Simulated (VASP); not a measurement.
# KI (Cmmm) in VASP: settings compared

KI is run at these levels: r2SCAN, HSE06; tasks: single point.

Everything below comes from runs of VASP 6.6.1. Logs are shortened: lines on timing, memory, paths and dates and some standing lists are left out, and cuts for length are marked.

### Step 1. The cell of the first run

The typed cell holds 2 atoms: a = 4.236 Å, b = 4.236 Å, c = 4.238 Å, α = 90.00°, β = 90.00°, γ = 90.05°.

### Step 2. Single point, r2SCAN

The input, POSCAR:

```
KI
1.0
    2.9939027802     -2.9964268261      0.0000000000
    2.9939027802      2.9964268261      0.0000000000
    0.0000000000      0.0000000000      4.2384759234
K I
1 1
Direct
    0.0000000000      0.0000000000      0.0000000000
    0.5000000000      0.5000000000      0.5000000000
```

The input, INCAR.step1:

```
SYSTEM = KI
PREC = Accurate
ENCUT = 520
ISMEAR = 0
SIGMA = 0.02
LREAL = .FALSE.
LASPH = .TRUE.
NELM = 80
NBANDS = 15
GGA = PE
ALGO = Normal
EDIFF = 1E-4
LWAVE = .TRUE.
LCHARG = .FALSE.
```

The input, INCAR.step2:

```
SYSTEM = KI
PREC = Accurate
ENCUT = 520
EDIFF = 1E-7
ISMEAR = 0
SIGMA = 0.02
LREAL = .FALSE.
LASPH = .TRUE.
NELM = 80
ALGO = Normal
ISIF = 2
LWAVE = .FALSE.
LCHARG = .FALSE.
METAGGA = R2SCAN
LMIXTAU = .TRUE.
NBANDS = 15
ISTART = 1
```

The input, KPOINTS:

```
regular mesh
0
G
  6 6 6
  0 0 0
```

Potentials or basis: VASP PAW PBE potentials, release 64 (K_sv, I).

On the command line:

```bash
> cat potpaw_PBE.64/K_sv/POTCAR potpaw_PBE.64/I/POTCAR > POTCAR
> cp INCAR.step1 INCAR
> mpirun -np 1 vasp_std > vasp.out
> cp INCAR.step2 INCAR
> mpirun -np 1 vasp_std > vasp.out
```

OUTCAR:

```text
SYSTEM = KI
   PREC = Accurate
   ENCUT = 520
   EDIFF = 1E-7
   ISMEAR = 0
   LREAL = .FALSE.
   LASPH = .TRUE.
   NELM = 80
   ISIF = 2
   METAGGA = R2SCAN
   ISTART = 1

 ion  position               nearest neighbor table
   1  0.000  0.000  0.000-   2 3.67   2 3.67   2 3.67   2 3.67   2 3.67   2 3.67   2 3.67   2 3.67

   2  0.500  0.500  0.500-   1 3.67   1 3.67   1 3.67   1 3.67   1 3.67   1 3.67   1 3.67   1 3.67

  LATTYP: Found a base centered orthorhombic cell.
 ALAT       =     5.9878055604
 B/A-ratio  =     1.0008430621
 C/A-ratio  =     0.7078512955

  Lattice vectors:

 A1 = (   2.9939027802,  -2.9964268261,   0.0000000000)
 A2 = (   2.9939027802,   2.9964268261,   0.0000000000)
 A3 = (   0.0000000000,   0.0000000000,   4.2384759234)

Analysis of symmetry for initial positions (statically):
=====================================================================
 Subroutine PRICEL returns:
 Original cell was already a primitive cell.

 Routine SETGRP: Setting up the symmetry group for a
 base centered orthorhombic supercell.

 Subroutine GETGRP returns: Found  8 space group operations
 (whereof  8 operations were pure point group operations)
 out of a pool of  8 trial point group operations.

The static configuration has the point symmetry D_2h.

Analysis of symmetry for dynamics (positions and initial velocities):
=====================================================================
 Subroutine PRICEL returns:
 Original cell was already a primitive cell.

 Routine SETGRP: Setting up the symmetry group for a
 base centered orthorhombic supercell.

 Subroutine GETGRP returns: Found  8 space group operations
 (whereof  8 operations were pure point group operations)
 out of a pool of  8 trial point group operations.

The dynamic configuration has the point symmetry D_2h.

 Subroutine INISYM returns: Found  8 space group operations
 (whereof  8 operations are pure point group operations),
 and found     1 'primitive' translations

----------------------------------------------------------------------------------------

                                     Primitive cell

  volume of cell :      76.0468

  direct lattice vectors                    reciprocal lattice vectors
     2.993902780 -2.996426826  0.000000000     0.167006091 -0.166865413  0.000000000
     2.993902780  2.996426826  0.000000000     0.167006091  0.166865413  0.000000000
     0.000000000  0.000000000  4.238475923     0.000000000  0.000000000  0.235933864

  length of vectors
     4.235803062  4.235803062  4.238475923     0.236082825  0.236082825  0.235933864

  position of ions in fractional coordinates (direct lattice)
     0.000000000  0.000000000  0.000000000
     0.500000000  0.500000000  0.500000000

  ion indices of the primitive-cell ions
   primitive index   ion index
                 1           1
                 2           2

----------------------------------------------------------------------------------------

 KPOINTS: regular mesh

Automatic generation of k-mesh.
 Grid dimensions read from file:
 generate k-points for:    6    6    6

 Generating k-lattice:

  Cartesian coordinates                     Fractional coordinates (reciprocal lattice)
     0.027834348 -0.027810902  0.000000000     0.166666667 -0.000000000  0.000000000
     0.027834348  0.027810902  0.000000000    -0.000000000  0.166666667  0.000000000
     0.000000000  0.000000000  0.039322311     0.000000000  0.000000000  0.166666667

  Length of vectors
     0.039347138  0.039347138  0.039322311

  Shift w.r.t. Gamma in fractional coordinates (k-lattice)
     0.000000000  0.000000000  0.000000000

 Subroutine IBZKPT returns following result:
 ===========================================

 Found     52 irreducible k-points:

 Following reciprocal coordinates:
            Coordinates               Weight
  0.000000  0.000000  0.000000      1.000000
  0.166667 -0.000000  0.000000      4.000000
  0.333333 -0.000000  0.000000      4.000000
  0.500000 -0.000000  0.000000      2.000000
  0.166667  0.166667  0.000000      2.000000
  0.333333  0.166667  0.000000      4.000000
[... 16 lines left out ...]
  0.333333  0.333333  0.166667      4.000000
  0.500000  0.333333  0.166667      8.000000
 [... further k-points ...]
   k-points           NKPTS =     52   k-points in BZ     NKDIM =     52   number of bands    NBANDS=     15
   number of dos      NEDOS =    301   number of ions     NIONS =      2
   total plane-waves  NPLWV =  32768
   dimension x,y,z NGX =    32 NGY =   32 NGZ =   32
   dimension x,y,z NGXF=    64 NGYF=   64 NGZF=   64
   ions per type =               1   1
   NGX,Y,Z   is equivalent  to a cutoff of  12.56, 12.56, 12.55 a.u.
   NGXF,Y,Z  is equivalent  to a cutoff of  25.12, 25.12, 25.10 a.u.
 SYSTEM =  KI
   PREC   = accura    normal or accurate (medium, high low for compatibility)
   ISTART =      1    job   : 0-new  1-cont  2-samecut
   ICHARG =      0    charge: 1-file 2-atom 10-const
   ISPIN  =      1    spin polarized calculation?
   LNONCOLLINEAR =      F non collinear calculations
   LSORBIT =      F    spin-orbit coupling
   LASPH  =      T    aspherical Exc in radial PAW
   ENCUT  =  520.0 eV  38.22 Ry    6.18 a.u.   7.88  7.88  7.88*2*pi/ulx,y,z
   NELM   =     80;   NELMIN=  2; NELMDL=  0     # of ELM steps
   EDIFF  = 0.1E-06   stopping-criterion for ELM
   LREAL  =      F    real-space projection
   EDIFFG = 0.1E-05   stopping-criterion for IOM
   NSW    =      0    number of steps for IOM
   IBRION =     -1    ionic relax: 0-MD 1-quasi-New 2-CG
   NFREE  =      0    steps in history (QN), initial steepest desc. (CG)
   ISIF   =      2    stress and relaxation
   ISYM   =      2    0-nonsym 1-usesym 2-fastsym
   POTIM  = 0.5000    time-step for ionic-motion
   TEBEG  =    0.0;   TEEND  =   0.0 temperature during run
   PSTRESS=    0.0 pullay stress
   NELECT =      16.0000    total number of electrons
   NUPDOWN=      -1.0000    fix difference up-down
   EMIN   =  10.00;   EMAX   =-10.00  energy-range for DOS
   EFERMI =   0.00;   METHOD = LEGACY
   ISMEAR =     0;   SIGMA  =   0.02  broadening in eV -4-tet -1-fermi 0-gaus
   EFERMI_NEDOS =   21; number of points for ismear=-14 and -15
   IALGO  =     38    algorithm
   IMIX   =      4    mixing-type and parameters
     AMIX     =   0.40;   BMIX     =  1.00
     AMIX_MAG =   1.60;   BMIX_MAG =  1.00
  volume/ion in A,a.u.               =      38.02       256.59
  Fermi-wavevector in a.u.,A,eV,Ry     =   0.973691  1.840009 12.899331  0.948074
  Thomas-Fermi vector in A             =   2.104091
   LORBIT       =      0    0 simple, 1 ext, 2 COOP (PROOUT), +10 PAW based schemes
   METAGGA = R2SCAN    functional components
   LHFCALC =     F    Hartree Fock is set to
   AEXX    =    0.0000 exact exchange contribution
   IVDW    =     0    specifies the selected vdW correction
   LEPSILON=     F    determine dielectric tensor
   LRPA    =     F    only Hartree local field effects (RPA)
 non-spin polarized calculation
 Gauss-broadening in eV      SIGMA  =   0.02
  energy-cutoff  :      520.00
  volume of cell :       76.05
 maximum number of plane-waves:      2087
   NGX = 15   NGY = 15   NGZ = 15

 number of electron      15.9999997 magnetization

 Free energy of the ion-electron system (eV)
  ---------------------------------------------------
  ext. energy  EPLUGINS =         0.00000000
  ---------------------------------------------------
  free energy    TOTEN  =       -33.85793504 eV

  energy without entropy =      -33.85793504  energy(sigma->0) =      -33.85793504

 E-fermi :   1.0184     XC(G=0):  -8.2154

 val. band max:        0.8382457403   @ k =   0.5000  -0.0000   0.5000
 cond. band min:       4.9910522461   @ k =   0.0000   0.0000   0.0000
 fundamental gap:      4.1528065057
 Fermi energy:         1.0184083129

 k-point     1 :       0.0000    0.0000    0.0000
  band No.  band energies     occupation
      1     -29.7193      2.00000
      2     -12.4028      2.00000
      3     -12.4028      2.00000
      4     -12.4027      2.00000
      5     -10.7616      2.00000
      6       0.4427      2.00000
      7       0.4467      2.00000
      8       0.4482      2.00000
      9       4.9911      0.00000
     10       6.0074      0.00000
     11       6.0104      0.00000
     12       9.9691      0.00000
     13       9.9743      0.00000
     14       9.9762      0.00000
     15      12.0936      0.00000

 k-point     2 :       0.1667   -0.0000    0.0000
  band No.  band energies     occupation
      1     -29.7179      2.00000
      2     -12.4563      2.00000
      3     -12.3994      2.00000
      4     -12.3994      2.00000
      5     -10.6679      2.00000
      6      -0.2242      2.00000
      7       0.4623      2.00000
      8       0.4671      2.00000
      9       5.5490      0.00000
     10       6.2190      0.00000
     11       6.7671      0.00000
     12       9.8732      0.00000
     13       9.8777      0.00000
     14      10.0967      0.00000
     15      11.0848      0.00000

 k-point     3 :       0.3333   -0.0000    0.0000
  band No.  band energies     occupation
      1     -29.7152      2.00000
      2     -12.5534      2.00000
      3     -12.3927      2.00000
      4     -12.3927      2.00000
      5     -10.4836      2.00000
      6      -1.2097      2.00000
      7       0.5015      2.00000
      8       0.5065      2.00000
      9       6.4730      0.00000
     10       6.8322      0.00000
     11       8.2760      0.00000
     12       9.4878      0.00000
     13       9.8602      0.00000
     14       9.8647      0.00000
     15      10.3973      0.00000

 k-point     4 :       0.5000   -0.0000    0.0000
  band No.  band energies     occupation
      1     -29.7139      2.00000
      2     -12.5979      2.00000
      3     -12.3894      2.00000
      4     -12.3894      2.00000
      5     -10.3915      2.00000
      6      -1.6137      2.00000
      7       0.5212      2.00000
      8       0.5262      2.00000
      9       7.0912      0.00000
     10       7.5203      0.00000
     11       8.4340      0.00000
     12       8.7995      0.00000
     13      10.2469      0.00000
     14      10.2552      0.00000
     15      10.3547      0.00000
[... 307 lines left out ...]
 k-point    22 :      -0.1667    0.1667    0.1667
  band No.  band energies     occupation
      1     -29.7153      2.00000
      2     -12.4680      2.00000
      3     -12.4220      2.00000
      4     -12.4219      2.00000
      5     -10.5388      2.00000
      6      -0.2467      2.00000
      7      -0.0135      2.00000
      8      -0.0122      2.00000
      9       6.6251      0.00000
     10       7.1526      0.00000
     11       7.1556      0.00000
     12       9.2233      0.00000
     13       9.2238      0.00000
     14       9.9411      0.00000
     15      11.4531      0.00000

 k-point    23 :       0.3333    0.3333    0.1667
  band No.  band energies     occupation
      1     -29.7101      2.00000
      2     -12.4963      2.00000
      3     -12.4673      2.00000
      4     -12.4103      2.00000
      5     -10.3538      2.00000
      6      -0.8492      2.00000
      7      -0.7207      2.00000
      8       0.1550      2.00000
      9       6.4495      0.00000
     10       7.9248      0.00000
     11       7.9412      0.00000
     12       8.1899      0.00000
     13       9.6914      0.00000
     14      10.1029      0.00000
     15      11.2549      0.00000

 k-point    24 :       0.5000    0.3333    0.1667
  band No.  band energies     occupation
      1     -29.7088      2.00000
      2     -12.5107      2.00000
      3     -12.4646      2.00000
      4     -12.4064      2.00000
      5     -10.3189      2.00000
      6      -1.1325      2.00000
      7      -0.6741      2.00000
      8       0.2196      2.00000
      9       6.0354      0.00000
     10       7.6889      0.00000
     11       8.0142      0.00000
     12       8.3793      0.00000
     13      10.1152      0.00000
     14      10.4064      0.00000
     15      11.2522      0.00000

 [... further k-points ...]

------------------------ aborting loop because EDIFF is reached ----------------------------------------

  FORCE on cell =-STRESS in cart. coord.  units (eV):
  Direction    XX          YY          ZZ          XY          YZ          ZX
  --------------------------------------------------------------------------------------
  -------------------------------------------------------------------------------------
  Total        0.3065490      0.3023268      0.2940211      0.0000000      0.0000000      0.0000000
  in kB        6.4584659      6.3695117      6.1945252      0.0000000      0.0000000      0.0000000
  external PRESSURE =       6.3408343 kB  Pullay stress =       0.0000000 kB

 VOLUME and BASIS-vectors are now :
 -----------------------------------------------------------------------------
  energy-cutoff  :      520.00
  volume of cell :       76.05
      direct lattice vectors                 reciprocal lattice vectors
     2.993902780 -2.996426826  0.000000000     0.167006091 -0.166865413  0.000000000
     2.993902780  2.996426826  0.000000000     0.167006091  0.166865413  0.000000000
     0.000000000  0.000000000  4.238475923     0.000000000  0.000000000  0.235933864

 POSITION                                       TOTAL-FORCE (eV/Angst)
 -----------------------------------------------------------------------------------
      0.00000      0.00000      0.00000         0.000000      0.000000      0.000000
      2.99390      0.00000      2.11924        -0.000000     -0.000000      0.000000
 -----------------------------------------------------------------------------------
    total drift:                                0.000000      0.000000     -0.000000

  FREE ENERGIE OF THE ION-ELECTRON SYSTEM (eV)
  ---------------------------------------------------
  free  energy   TOTEN  =       -33.8579350352 eV

  energy  without entropy=      -33.8579350352  energy(sigma->0) =      -33.85793504
```

Wall time 5 min (1 thread of Oxide Virtual Turin-like, shared host); peak memory 0.19 GiB.

Results:

```yaml
Free_energy: -33.8579 eV
Pressure: 0.6 GPa
Band_gap_on_the_k_mesh: 4.15 eV, indirect (least direct gap 4.40 eV)
```

Caveat: the PAW data sets were made with another functional, which shifts forces and pressure a little; spin-orbit coupling is left out, which moves the levels of the heavy elements.

### Step 3. Single point, HSE06

POSCAR is that of step 2.

The input, INCAR.step1:

```
PREC = Accurate
ENCUT = 520
EDIFF = 1E-5
ISMEAR = 0
SIGMA = 0.02
LREAL = F
LASPH = T
NELM = 100
ALGO = Normal
ISIF = 2
LWAVE = T
LCHARG = F
GGA = PE
NBANDS = 15
```

The input, INCAR.step2:

```
PREC = Accurate
ENCUT = 520
EDIFF = 1E-6
ISMEAR = 0
SIGMA = 0.02
LREAL = F
LASPH = T
NELM = 100
ALGO = Normal
ISIF = 2
LWAVE = F
LCHARG = F
GGA = PE
LHFCALC = T
HFSCREEN = 0.2079
PRECFOCK = Normal
ISTART = 1
NBANDS = 15
```

The input, KPOINTS:

```
Automatic mesh
0
Gamma
  4 4 4
```

Potentials or basis: VASP PAW PBE potentials, release 64 (K_sv, I).

On the command line:

```bash
> cat potpaw_PBE.64/K_sv/POTCAR potpaw_PBE.64/I/POTCAR > POTCAR
> cp INCAR.step1 INCAR
> mpirun -np 1 vasp_std > vasp.out
> cp INCAR.step2 INCAR
> mpirun -np 1 vasp_std > vasp.out
```

Run time: 18 min. Hardware: 1 thread of Oxide Virtual Turin-like, shared host; peak memory 0.27 GiB.

It converged, with:

| Quantity | Value |
| --- | --- |
| Free energy | -6.2447 eV |
| Pressure | 0.9 GPa |
| Band gap on the k mesh | 4.40 eV, indirect (least direct gap 4.82 eV) |

Levels at points of the mesh, in eV from the valence-band top:
```tsv
k point	band 6	band 7	band 8	band 9	band 10	band 11
(0.00, 0.00, 0.00)	-0.42	-0.42	-0.41	4.40	5.70	5.70
(0.50, 0.00, 0.00)	-2.60	-0.33	-0.33	6.59	7.36	8.03
(0.50, 0.50, 0.00)	-1.97	-1.96	0.00	4.84	6.81	8.00
(0.00, 0.00, 0.50)	-2.60	-0.33	-0.32	6.59	7.36	8.03
(0.50, 0.00, 0.50)	-1.97	-1.96	0.00	4.84	6.82	8.00
(0.50, 0.50, 0.50)	-1.91	-1.91	-1.91	6.62	6.62	6.62
```

Caveat: the PAW data sets were made with another functional, which shifts forces and pressure a little; spin-orbit coupling is left out, which moves the levels of the heavy elements. A k mesh can miss the band edges.
